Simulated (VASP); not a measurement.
Write the native input for VASP 6.6.1 that does the following.

```yaml
Task: single point
Functional: RPBE
Dispersion: D3(BJ)
Potentials_or_basis: VASP PAW PBE potentials, release 64 (Sc_sv)
Cutoff: 520 eV
k_mesh: 10 × 10 × 10
Occupations: gaussian, width 0.1 eV
Spin: no spin polarisation
Dipole_correction: no
Further_INCAR_settings: ALGO = Normal; EDIFF = 1e-06; NBANDS = 12
```

The structure of Sc lies in POSCAR:

```
Sc
1.0
    2.8943371057      0.0512728890      0.0107992040
    1.4027648343      2.5321740574      0.0153489850
    1.4236672005      0.8515762938      2.3722751536
Sc
1
Direct
   -0.0194200000      0.0120300000      0.0027800000
```

This cell differs from its parent crystal: the cell strained at random.

The input as run:

INCAR

```
SYSTEM = Sc
  PREC = Accurate
  ENCUT = 520
  EDIFF = 1E-6
  ISMEAR = 0
  SIGMA = 0.1
  LREAL = .FALSE.
  LASPH = .TRUE.
  NELM = 100
  ALGO = Normal
  ISIF = 2
  LWAVE = .FALSE.
  LCHARG = .FALSE.
  GGA = RP
  IVDW = 12
  NBANDS = 12
```

KPOINTS

```
Automatic mesh
0
G
  10 10 10
  0 0 0
```

Potentials or basis: VASP PAW PBE potentials, release 64 (Sc_sv).

Launch:

```bash
$ cat potpaw_PBE.64/Sc_sv/POTCAR > POTCAR
$ mpirun -np 1 vasp_std > vasp.out
```

Results of the run:

* Pressure: 0.2 GPa
* Dispersion energy per atom: -3.516 eV

Caveat: the cell differs from its parent crystal (the cell strained at random); the PAW data sets were made with another functional, which shifts forces and pressure a little; pairwise dispersion overbinds metals, which lowers pressure and volume.

It took 9.6 s on 1 thread of Intel(R) Xeon(R) Platinum 8375C CPU @ 2.90GHz (Ice Lake) (shared host), peak memory 0.16 GiB.
